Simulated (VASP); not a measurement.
Runs of VASP 6.6.1 on ZnO. The structure is that of space group Fm-3m (No. 225), or close to it. The cells are those of the table. 

| level | cell | smearing | gap on the mesh (eV) | pressure (GPa) |
| --- | --- | --- | --- | --- |
| r2SCAN | a = 3.018, b = 2.965, c = 2.965 Å, angles 61.2, 59.4, 59.4°, 2 atoms | gaussian 0.01 eV | 1.62 | 9.4 |
| PBE | a = 3.002, b = 3.002, c = 2.986 Å, angles 60.2, 60.2, 59.7°, 2 atoms | fermi-dirac 0.02 eV | 0.98 | (a) |
| r2SCAN | a = 3.002, b = 3.002, c = 2.986 Å, angles 60.2, 60.2, 59.7°, 2 atoms | gaussian 0.01 eV | 1.62 | 5.7 |
| PBE | a = 3.018, b = 3.018, c = 2.943 Å, angles 60.8, 60.8, 61.6°, 2 atoms | fermi-dirac 0.02 eV | 0.87 | 9.2 |
| r2SCAN | a = 3.018, b = 3.018, c = 2.943 Å, angles 60.8, 60.8, 61.6°, 2 atoms | gaussian 0.01 eV | (c) | 1.4 |
| PBE | a = 3.018, b = 2.965, c = 2.965 Å, angles 61.2, 59.4, 59.4°, 2 atoms | fermi-dirac 0.02 eV | (b) | 17.5 |

Alike in all rows: task single point; potentials or basis VASP PAW PBE potentials, release 64 (Zn, O); no spin polarisation; k mesh 10 × 10 × 10; cutoff (eV) 520.

Estimate the missing entries.

(a) 13.7; (b) 0.99; (c) 1.50.

Caveats: the PAW data sets were made with another functional, which shifts forces and pressure a little (some runs).

A k mesh can miss the band edges.
